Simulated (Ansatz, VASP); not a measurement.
**Na in VASP and in Ansatz**

```
Na
1.0
    -2.17044    2.17044    2.11750
     2.17044   -2.17044    2.11750
     2.17044    2.17044   -2.11750
Na
1
Direct
  0.00000 0.00000 0.00000
```

Change from the starting cell: strain +0.025 along x and y, +0.000 along z, atoms carried along.

Alike in both runs: task single point; functional PBE; k mesh 16 × 16 × 16; occupations gaussian, width 0.15 eV; no spin polarisation.

|  | VASP | Ansatz |
| --- | --- | --- |
| version | VASP 6.6.1 | Ansatz 0.2.0 |
| potentials or method | VASP PAW PBE potentials, release 64 (Na_pv), cutoff 520 eV | scalar-relativistic, plane waves, PAW |
| valence electrons in the cell | 7 | 9 |

|  | VASP | Ansatz | Ansatz less VASP |
| --- | --- | --- | --- |
| gap on the k mesh at the Fermi level (eV) | none | none | - |
| pressure (GPa) | -0.5 | -0.5 | +0.02 |

A gap of «none» marks a metal or a gap that the smearing closes. With one functional, cell and mesh, what is left measures potentials, basis and numerics. VASP's potentials hold 7 valence electrons a cell and Ansatz's 9, so a difference there can come from the potentials and not from the codes.
